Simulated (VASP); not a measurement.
Set up this calculation in VASP 6.6.1, as the native input.

- Task: single point
- Functional: PBEsol
- Potentials or basis: VASP PAW PBE potentials, release 64 (Sn_d)
- Cutoff: 520 eV
- k mesh: 12 × 12 × 12
- Occupations: fermi-dirac, width 0.1 eV
- Spin: no spin polarisation
- Dipole correction: no
- Further INCAR settings: ALGO = Normal; EDIFF = 1e-06; NBANDS = 13

The structure of Sn lies in POSCAR:

```
Sn
1.0
    3.0686569396      0.0000000000      0.0000000000
    0.0000000000      3.0686569396      0.0000000000
    0.0000000000      0.0000000000      3.0686569396
Sn
1
Direct
    0.0000000000      0.0000000000      0.0000000000
```

This cell differs from its parent crystal: volume scaled by 1.04.

The input as run:

INCAR

```
SYSTEM = Sn
ALGO     = Normal         ! electronic algorithm
EDIFF    = 1E-6           ! SCF threshold, eV
ENCUT    = 520            ! plane-wave cutoff, eV
GGA      = PS             ! functional
ISIF     = 2              ! what is computed and relaxed
ISMEAR   = -1             ! smearing method
LASPH    = .True.         ! aspherical terms in the spheres
LCHARG   = .False.        ! write CHGCAR
LREAL    = .False.        ! projectors in reciprocal space
LWAVE    = .False.        ! write WAVECAR
NBANDS   = 13             ! bands
NELM     = 80             ! most SCF steps
PREC     = Accurate       ! precision mode
SIGMA    = 0.1            ! smearing width, eV
```

KPOINTS

```
k-points
0
Gamma
  12 12 12
  0 0 0
```

Potentials or basis: VASP PAW PBE potentials, release 64 (Sn_d).

The run is started by

```bash
$ cat potpaw_PBE.64/Sn_d/POTCAR > POTCAR
$ mpirun -np 1 vasp_std > vasp.out
```

It gave:

- Pressure: -1.7 GPa
- Band gap on the k mesh: zero (band 7 reaches 12.30 eV, above the bottom of band 8 at 4.83 eV)

Caveat: the PAW data sets were made with another functional, which shifts forces and pressure a little; spin-orbit coupling is left out, which moves the levels of the heavy elements.

Run time: 25 s on 1 thread of Intel Xeon 8259CL, with other jobs on the host, peak memory 0.16 GiB.
